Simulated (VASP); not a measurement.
# CdS in VASP: further runs

CdS is run at these levels: PBE; tasks: electric field gradients.

All numbers are computed with VASP 6.6.1; they aren't measurements. Logs are shortened: lines on timing, memory, paths and dates and some standing lists are left out, and cuts for length are marked.

## 1. The cell of the first run

The structure is cubic, space group F-43m (No. 216). Conventional cell: a = 5.866 Å, b = 5.866 Å, c = 5.866 Å, α = 90.00°, β = 90.00°, γ = 90.00°. Cd (site symmetry -43m) has 4 S at 2.54 Å within 3.4 Å. S (site symmetry -43m) has 4 Cd at 2.54 Å within 3.4 Å.

## 2. Electric field gradients, PBE (volume scaled by 0.99)

Input file INCAR:

```
SYSTEM = CdS
PREC = Accurate
ENCUT = 520
EDIFF = 1E-8
ISMEAR = -1
SIGMA = 0.02
LREAL = .FALSE.
LASPH = .TRUE.
NELM = 80
ALGO = Normal
ISIF = 2
LWAVE = .FALSE.
LCHARG = .FALSE.
GGA = PE
LEFG = .TRUE.
NBANDS = 16
```

Input file KPOINTS:

```
regular mesh
0
G
  7 7 7
  0 0 0
```

Input file POSCAR:

```
CdS
1.0
    0.0000000000      2.9331107376      2.9331107376
    2.9331107376      0.0000000000      2.9331107376
    2.9331107376      2.9331107376      0.0000000000
Cd S
1 1
Direct
    0.0000000000      0.0000000000      0.0000000000
    0.7500000000      0.7500000000      0.7500000000
```

Potentials or basis: VASP PAW PBE potentials, release 64 (Cd, S).

Run with:

```bash
> cat potpaw_PBE.64/Cd/POTCAR potpaw_PBE.64/S/POTCAR > POTCAR
> mpirun -np 1 vasp_std > vasp.out
```

OUTCAR:

```text
SYSTEM = CdS
   PREC = Accurate
   ENCUT = 520
   EDIFF = 1E-8
   ISMEAR = -1
   LREAL = .FALSE.
   LASPH = .TRUE.
   NELM = 80
   ISIF = 2
   GGA = PE

 ion  position               nearest neighbor table
   1  0.000  0.000  0.000-   2 2.54   2 2.54   2 2.54   2 2.54
   2  0.750  0.750  0.750-   1 2.54   1 2.54   1 2.54   1 2.54

  LATTYP: Found a face centered cubic cell.
 ALAT       =     5.8662214752

  Lattice vectors:

 A1 = (   0.0000000000,   2.9331107376,   2.9331107376)
 A2 = (   2.9331107376,   0.0000000000,   2.9331107376)
 A3 = (   2.9331107376,   2.9331107376,   0.0000000000)

Analysis of symmetry for initial positions (statically):
=====================================================================
 Subroutine PRICEL returns:
 Original cell was already a primitive cell.

 Routine SETGRP: Setting up the symmetry group for a
 face centered cubic supercell.

 Subroutine GETGRP returns: Found 24 space group operations
 (whereof 24 operations were pure point group operations)
 out of a pool of 48 trial point group operations.

The static configuration has the point symmetry T_d .

Analysis of symmetry for dynamics (positions and initial velocities):
=====================================================================
 Subroutine PRICEL returns:
 Original cell was already a primitive cell.

 Routine SETGRP: Setting up the symmetry group for a
 face centered cubic supercell.

 Subroutine GETGRP returns: Found 24 space group operations
 (whereof 24 operations were pure point group operations)
 out of a pool of 48 trial point group operations.

The dynamic configuration has the point symmetry T_d .

 Subroutine INISYM returns: Found 24 space group operations
 (whereof 24 operations are pure point group operations),
 and found     1 'primitive' translations

----------------------------------------------------------------------------------------

                                     Primitive cell

  volume of cell :      50.4679

  direct lattice vectors                    reciprocal lattice vectors
     0.000000000  2.933110738  2.933110738    -0.170467481  0.170467481  0.170467481
     2.933110738  0.000000000  2.933110738     0.170467481 -0.170467481  0.170467481
     2.933110738  2.933110738  0.000000000     0.170467481  0.170467481 -0.170467481

  length of vectors
     4.148044985  4.148044985  4.148044985     0.295258339  0.295258339  0.295258339

  position of ions in fractional coordinates (direct lattice)
     0.000000000  0.000000000  0.000000000
     0.750000000  0.750000000  0.750000000

  ion indices of the primitive-cell ions
   primitive index   ion index
                 1           1
                 2           2

----------------------------------------------------------------------------------------

 KPOINTS: regular mesh

Automatic generation of k-mesh.
 Grid dimensions read from file:
 generate k-points for:    7    7    7

 Generating k-lattice:

  Cartesian coordinates                     Fractional coordinates (reciprocal lattice)
    -0.024352497  0.024352497  0.024352497     0.142857143  0.000000000  0.000000000
     0.024352497 -0.024352497  0.024352497     0.000000000  0.142857143  0.000000000
     0.024352497  0.024352497 -0.024352497     0.000000000  0.000000000  0.142857143

  Length of vectors
     0.042179763  0.042179763  0.042179763

  Shift w.r.t. Gamma in fractional coordinates (k-lattice)
     0.000000000  0.000000000  0.000000000

 Subroutine IBZKPT returns following result:
 ===========================================

 Found     20 irreducible k-points:

 Following reciprocal coordinates:
            Coordinates               Weight
  0.000000  0.000000  0.000000      1.000000
  0.142857  0.000000  0.000000      8.000000
  0.285714  0.000000  0.000000      8.000000
  0.428571  0.000000  0.000000      8.000000
  0.142857  0.142857  0.000000      6.000000
  0.285714  0.142857  0.000000     24.000000
[... 12 lines left out ...]
 -0.428571  0.428571  0.142857     24.000000
 -0.285714  0.428571  0.142857     24.000000
   k-points           NKPTS =     20   k-points in BZ     NKDIM =     20   number of bands    NBANDS=     16
   number of dos      NEDOS =    301   number of ions     NIONS =      2
   total plane-waves  NPLWV =  32768
   dimension x,y,z NGX =    32 NGY =   32 NGZ =   32
   dimension x,y,z NGXF=    64 NGYF=   64 NGZF=   64
   ions per type =               1   1
   NGX,Y,Z   is equivalent  to a cutoff of  12.83, 12.83, 12.83 a.u.
   NGXF,Y,Z  is equivalent  to a cutoff of  25.65, 25.65, 25.65 a.u.
 SYSTEM =  CdS
   PREC   = accura    normal or accurate (medium, high low for compatibility)
   ISTART =      0    job   : 0-new  1-cont  2-samecut
   ICHARG =      2    charge: 1-file 2-atom 10-const
   ISPIN  =      1    spin polarized calculation?
   LNONCOLLINEAR =      F non collinear calculations
   LSORBIT =      F    spin-orbit coupling
   LASPH  =      T    aspherical Exc in radial PAW
   ENCUT  =  520.0 eV  38.22 Ry    6.18 a.u.   7.71  7.71  7.71*2*pi/ulx,y,z
   NELM   =     80;   NELMIN=  2; NELMDL= -5     # of ELM steps
   EDIFF  = 0.1E-07   stopping-criterion for ELM
   LREAL  =      F    real-space projection
   EDIFFG = 0.1E-06   stopping-criterion for IOM
   NSW    =      0    number of steps for IOM
   IBRION =     -1    ionic relax: 0-MD 1-quasi-New 2-CG
   NFREE  =      0    steps in history (QN), initial steepest desc. (CG)
   ISIF   =      2    stress and relaxation
   ISYM   =      2    0-nonsym 1-usesym 2-fastsym
   POTIM  = 0.5000    time-step for ionic-motion
   TEBEG  =    0.0;   TEEND  =   0.0 temperature during run
   PSTRESS=    0.0 pullay stress
   NELECT =      18.0000    total number of electrons
   NUPDOWN=      -1.0000    fix difference up-down
   EMIN   =  10.00;   EMAX   =-10.00  energy-range for DOS
   EFERMI =   0.00;   METHOD = LEGACY
   ISMEAR =    -1;   SIGMA  =   0.02  broadening in eV -4-tet -1-fermi 0-gaus
   EFERMI_NEDOS =   21; number of points for ismear=-14 and -15
   IALGO  =     38    algorithm
   IMIX   =      4    mixing-type and parameters
     AMIX     =   0.40;   BMIX     =  1.00
     AMIX_MAG =   1.60;   BMIX_MAG =  1.00
  volume/ion in A,a.u.               =      25.23       170.29
  Fermi-wavevector in a.u.,A,eV,Ry     =   1.160987  2.193947 18.339155  1.347890
  Thomas-Fermi vector in A             =   2.297563
   LORBIT       =      0    0 simple, 1 ext, 2 COOP (PROOUT), +10 PAW based schemes
   GGA     = PE    functional components
   LHFCALC =     F    Hartree Fock is set to
   AEXX    =    0.0000 exact exchange contribution
   IVDW    =     0    specifies the selected vdW correction
   LEPSILON=     F    determine dielectric tensor
   LRPA    =     F    only Hartree local field effects (RPA)
 non-spin polarized calculation
  energy-cutoff  :      520.00
  volume of cell :       50.47
 maximum number of plane-waves:      1374
   NGX = 15   NGY = 15   NGZ = 15

 number of electron      18.0000005 magnetization

 Free energy of the ion-electron system (eV)
  ---------------------------------------------------
  ext. energy  EPLUGINS =         0.00000000
  ---------------------------------------------------
  free energy    TOTEN  =        -6.13494450 eV

  energy without entropy =       -6.13494450  energy(sigma->0) =       -6.13494450

 E-fermi :   1.6219     XC(G=0):  -9.0698

 val. band max:        1.1702156054   @ k =   0.0000   0.0000   0.0000
 cond. band min:       2.2821564564   @ k =   0.0000   0.0000   0.0000
 fundamental gap:      1.1119408510
 Fermi energy:         1.6218570020

 k-point     1 :       0.0000    0.0000    0.0000
  band No.  band energies     occupation
      1     -11.0962      2.00000
      2      -6.4980      2.00000
      3      -6.4980      2.00000
      4      -6.4980      2.00000
      5      -6.0412      2.00000
      6      -6.0412      2.00000
[... 8 lines left out ...]
     15      12.6246      0.00000
     16      12.6246      0.00000

 k-point     2 :       0.1429    0.0000    0.0000
  band No.  band energies     occupation
      1     -11.0193      2.00000
      2      -6.4705      2.00000
      3      -6.4705      2.00000
      4      -6.4275      2.00000
      5      -6.0421      2.00000
      6      -6.0421      2.00000
[... 8 lines left out ...]
     15      11.9443      0.00000
     16      13.0791      0.00000

 k-point     3 :       0.2857    0.0000    0.0000
  band No.  band energies     occupation
      1     -10.8456      2.00000
      2      -6.4172      2.00000
      3      -6.4172      2.00000
      4      -6.1725      2.00000
      5      -6.0327      2.00000
      6      -6.0326      2.00000
[... 8 lines left out ...]
     15      11.9364      0.00000
     16      12.2957      0.00000

 k-point     4 :       0.4286    0.0000    0.0000
  band No.  band energies     occupation
      1     -10.7068      2.00000
      2      -6.3863      2.00000
      3      -6.3863      2.00000
      4      -6.0098      2.00000
      5      -6.0098      2.00000
      6      -5.7689      2.00000
[... 8 lines left out ...]
     15      13.2056      0.00000
     16      13.2056      0.00000

 k-point     5 :       0.1429    0.1429    0.0000
  band No.  band energies     occupation
      1     -10.9939      2.00000
      2      -6.4434      2.00000
      3      -6.4434      2.00000
      4      -6.4405      2.00000
      5      -6.0599      2.00000
      6      -6.0256      2.00000
[... 8 lines left out ...]
     15      12.7580      0.00000
     16      14.0353      0.00000

 k-point     6 :       0.2857    0.1429    0.0000
  band No.  band energies     occupation
      1     -10.8530      2.00000
      2      -6.4089      2.00000
      3      -6.3837      2.00000
      4      -6.2644      2.00000
      5      -6.0515      2.00000
      6      -6.0106      2.00000
[... 8 lines left out ...]
     15      12.7470      0.00000
     16      13.9288      0.00000
[... 191 lines left out ...]
 k-point    17 :       0.4286    0.2857    0.1429
  band No.  band energies     occupation
      1     -10.7253      2.00000
      2      -6.3521      2.00000
      3      -6.3319      2.00000
      4      -6.1554      2.00000
      5      -6.0114      2.00000
      6      -5.9115      2.00000
[... 8 lines left out ...]
     15      13.6373      0.00000
     16      15.0884      0.00000

 k-point    18 :      -0.4286    0.2857    0.1429
  band No.  band energies     occupation
      1     -10.6248      2.00000
      2      -6.3292      2.00000
      3      -6.2959      2.00000
      4      -6.0877      2.00000
      5      -6.0126      2.00000
      6      -5.6087      2.00000
[... 8 lines left out ...]
     15      13.4250      0.00000
     16      14.5434      0.00000

 k-point    19 :      -0.4286    0.4286    0.1429
  band No.  band energies     occupation
      1     -10.5817      2.00000
      2      -6.2813      2.00000
      3      -6.2457      2.00000
      4      -6.1359      2.00000
      5      -5.9893      2.00000
      6      -5.5704      2.00000
[... 8 lines left out ...]
     15      14.1312      0.00000
     16      14.4296      0.00000

 k-point    20 :      -0.2857    0.4286    0.1429
  band No.  band energies     occupation
      1     -10.5713      2.00000
      2      -6.2951      2.00000
      3      -6.2496      2.00000
      4      -6.0886      2.00000
      5      -6.0235      2.00000
      6      -5.4630      2.00000
[... 8 lines left out ...]
     15      13.4403      0.00000
     16      15.0941      0.00000

------------------------ aborting loop because EDIFF is reached ----------------------------------------

  FORCE on cell =-STRESS in cart. coord.  units (eV):
  Direction    XX          YY          ZZ          XY          YZ          ZX
  --------------------------------------------------------------------------------------
  -------------------------------------------------------------------------------------
  Total        0.6613139      0.6613139      0.6613139      0.0000000      0.0000000      0.0000000
  in kB       20.9943716     20.9943716     20.9943716      0.0000000      0.0000000      0.0000000
  external PRESSURE =      20.9943716 kB  Pullay stress =       0.0000000 kB

 VOLUME and BASIS-vectors are now :
 -----------------------------------------------------------------------------
  energy-cutoff  :      520.00
  volume of cell :       50.47
      direct lattice vectors                 reciprocal lattice vectors
     0.000000000  2.933110738  2.933110738    -0.170467481  0.170467481  0.170467481
     2.933110738  0.000000000  2.933110738     0.170467481 -0.170467481  0.170467481
     2.933110738  2.933110738  0.000000000     0.170467481  0.170467481 -0.170467481

 POSITION                                       TOTAL-FORCE (eV/Angst)
 -----------------------------------------------------------------------------------
      0.00000      0.00000      0.00000         0.000000     -0.000000      0.000000
      4.39967      4.39967      4.39967        -0.000000      0.000000     -0.000000
 -----------------------------------------------------------------------------------
    total drift:                                0.000000      0.000000      0.000000

  FREE ENERGIE OF THE ION-ELECTRON SYSTEM (eV)
  ---------------------------------------------------
  free  energy   TOTEN  =        -6.1349445030 eV

  energy  without entropy=       -6.1349445030  energy(sigma->0) =       -6.13494450

 Electric field gradients (V/A^2)
---------------------------------------------------------------------
 ion       V_xx      V_yy      V_zz      V_xy      V_xz      V_yz
---------------------------------------------------------------------
   1      -0.000    -0.000    -0.000     0.002     0.002     0.002
   2       0.000    -0.000     0.000    -0.000    -0.000    -0.000
---------------------------------------------------------------------

 Electric field gradients after diagonalization (V/A^2)
 (convention: |V_zz| > |V_xx| > |V_yy|)
----------------------------------------------------------------------
 ion       V_xx      V_yy      V_zz     asymmetry (V_yy - V_xx)/ V_zz
----------------------------------------------------------------------
   1      -0.002    -0.002     0.004       0.000
   2       0.000     0.000    -0.001       0.000
----------------------------------------------------------------------

           NMR quadrupolar parameters

 Cq : quadrupolar parameter    Cq=e*Q*V_zz/h
 eta: asymmetry parameters     (V_yy - V_xx)/ V_zz
 Q  : nuclear electric quadrupole moment in mb (millibarn)
----------------------------------------------------------------------
 ion       Cq(MHz)       eta       Q (mb)
----------------------------------------------------------------------
   1       0.000       0.000       1.000
   2      -0.000       0.000       1.000
----------------------------------------------------------------------
```

Run time: 31 s. Hardware: 1 thread of AMD EPYC 7R13, shared host; peak memory 0.15 GiB.

What came out:

- Free energy: -6.1349 eV
- Pressure: 2.1 GPa
- Band gap on the k mesh: 1.11 eV, direct

Caveat: without QUAD_EFG the Cq values of the log hold for a quadrupole moment of 1 mb, not for the nuclei.

## 3. Electric field gradients, PBE (volume scaled by 1.06)

Input file INCAR:

```
ALGO = Normal ; EDIFF = 1E-8
ENCUT = 520 ; GGA = PE
ISIF = 2 ; ISMEAR = -1
LASPH = True ; LCHARG = False
LEFG = True ; LREAL = False
LWAVE = False ; NBANDS = 16
NELM = 60 ; PREC = Accurate
SIGMA = 0.02
```

Input file KPOINTS:

```
k-points
0
Gamma
  7 7 7
```

Input file POSCAR:

```
CdS
1.0
    0.0000000000      3.0006730886      3.0006730886
    3.0006730886      0.0000000000      3.0006730886
    3.0006730886      3.0006730886      0.0000000000
Cd S
1 1
Direct
    0.0000000000      0.0000000000      0.0000000000
    0.7500000000      0.7500000000      0.7500000000
```

Potentials or basis: VASP PAW PBE potentials, release 64 (Cd, S).

Run with:

```bash
> cat potpaw_PBE.64/Cd/POTCAR potpaw_PBE.64/S/POTCAR > POTCAR
> mpirun -np 1 vasp_std > vasp.out
```

OUTCAR:

```text
EDIFF = 1E-8
   ENCUT = 520
   GGA = PE
   ISIF = 2
   ISMEAR = -1
   LASPH = True
   LREAL = False
   NELM = 60
   PREC = Accurate

 ion  position               nearest neighbor table
   1  0.000  0.000  0.000-   2 2.60   2 2.60   2 2.60   2 2.60
   2  0.750  0.750  0.750-   1 2.60   1 2.60   1 2.60   1 2.60

  LATTYP: Found a face centered cubic cell.
 ALAT       =     6.0013461772

  Lattice vectors:

 A1 = (   0.0000000000,   3.0006730886,   3.0006730886)
 A2 = (   3.0006730886,   0.0000000000,   3.0006730886)
[... 585 lines left out ...]
  free  energy   TOTEN  =        -6.1384225210 eV

  energy  without entropy=       -6.1384225210  energy(sigma->0) =       -6.13842252

 Electric field gradients (V/A^2)
---------------------------------------------------------------------
 ion       V_xx      V_yy      V_zz      V_xy      V_xz      V_yz
---------------------------------------------------------------------
   1      -0.000    -0.000     0.000    -0.000    -0.000    -0.000
   2       0.000    -0.000    -0.000    -0.001    -0.001    -0.001
---------------------------------------------------------------------

 Electric field gradients after diagonalization (V/A^2)
 (convention: |V_zz| > |V_xx| > |V_yy|)
----------------------------------------------------------------------
 ion       V_xx      V_yy      V_zz     asymmetry (V_yy - V_xx)/ V_zz
----------------------------------------------------------------------
   1       0.000     0.000    -0.000       0.000
   2       0.001     0.001    -0.001       0.000
----------------------------------------------------------------------

           NMR quadrupolar parameters

 Cq : quadrupolar parameter    Cq=e*Q*V_zz/h
 eta: asymmetry parameters     (V_yy - V_xx)/ V_zz
 Q  : nuclear electric quadrupole moment in mb (millibarn)
----------------------------------------------------------------------
 ion       Cq(MHz)       eta       Q (mb)
----------------------------------------------------------------------
   1      -0.000       0.000       1.000
   2      -0.000       0.000       1.000
----------------------------------------------------------------------
```

Wall time 26 s (1 thread of AMD EPYC 7R13, shared host); peak memory 0.15 GiB.

Results:

```yaml
Free_energy: -6.1384 eV
Pressure: -1.6 GPa
Band_gap_on_the_k_mesh: 0.96 eV, direct
```

Levels at points of the mesh, in eV from the valence-band top:
| k point | band 7 | band 8 | band 9 | band 10 | band 11 | band 12 |
| --- | --- | --- | --- | --- | --- | --- |
| (0.00, 0.00, 0.00) | 0.00 | 0.00 | 0.00 | 0.96 | 6.54 | 6.54 |

Caveat: without QUAD_EFG the Cq values of the log hold for a quadrupole moment of 1 mb, not for the nuclei.

[end of part 1 of 2]
